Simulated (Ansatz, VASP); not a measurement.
LiH5 in VASP and in Ansatz

INCAR

```
SYSTEM = LiH5
ALGO = Normal ; EDIFF = 1E-6
EDIFFG = -0.01 ; ENCUT = 600
GGA = PE ; IBRION = 2
ISIF = 3 ; ISMEAR = 0
LASPH = .True. ; LCHARG = .False.
LREAL = .False. ; LWAVE = .False.
NELM = 60 ; NSW = 100
PREC = Accurate ; SIGMA = 0.1
```

The input KPOINTS:

```
k-points
0
Gamma
  12 12 14
  0 0 0
```

The input POSCAR:

```
LiH5
1.0
    3.5363259151      0.0000000000      0.0000000000
   -1.7681629575      3.0625480785      0.0000000000
    0.0000000000      0.0000000000      2.8441634249
Li H
1 5
Direct
    0.0000000000      0.0000000000      0.5000000000
    0.6666666667      0.3333333333      0.5000000000
    0.5214906670      0.0429813341      0.0000000000
    0.5214906670      0.4785093330      0.0000000000
    0.9570186659      0.4785093330      0.0000000000
    0.3333333333      0.6666666667      0.0000000000
```

Input for Ansatz:

```yaml
crystal:
  lattice:
    - [3.5363259151, 0.0, 0.0]
    - [-1.7681629575, 3.0625480785, 0.0]
    - [0.0, 0.0, 2.8441634249]
  atoms:
    - { symbol: Li, position: [0.0, 0.0, 0.5] }
    - { symbol: H, position: [0.6666666667, 0.3333333333, 0.5] }
    - { symbol: H, position: [0.521490667, 0.0429813341, 0.0] }
    - { symbol: H, position: [0.521490667, 0.478509333, 0.0] }
    - { symbol: H, position: [0.9570186659, 0.478509333, 0.0] }
    - { symbol: H, position: [0.3333333333, 0.6666666667, 0.0] }
basis:
  ecutwfc: 420
kpoints:
  mp_grid: { grid: [12, 12, 14] }
hamiltonian:
  xc: pbe
scf:
  occupations: { method: gaussian, width: 0.1 }
output:
  forces: true
  stress: true
  eigenvalues: true
  write_density: true
  write_potential: true
  elf: true
  volumetric_format: npy
relax:
  adjacent_minimum: "off"
  f_tol: 0.01
  max_steps: 80
  cell: { stress_tol: 0.05 }
```

Alike in both runs: task relaxation of cell and atoms; functional PBE; k mesh 12 × 12 × 14; occupations gaussian, width 0.1 eV; no spin polarisation.

```csv
,VASP,Ansatz
version,VASP 6.6.1,Ansatz 0.2.0
potentials or method,"VASP PAW PBE potentials, release 64 (Li_sv, H), cutoff 600 eV","scalar-relativistic, plane waves, PAW"
valence electrons in the cell,8,8
```

|  | VASP | Ansatz | Ansatz less VASP |
| --- | --- | --- | --- |
| gap on the k mesh at the Fermi level, each at its own relaxed structure (eV) | none | none | - |
| relaxed volume (Å³/atom) | 4.97 | 4.99 | +0.021 |
| relaxed length of the cell vector where the two differ most in proportion (Å) | 3.754 | 3.761 | +0.0065 |

A gap of «none» marks a metal or a gap that the smearing closes.

Noted on VASP's run: the cutoff is under 1.25 times that of the potentials, so the pressure is a little rough.
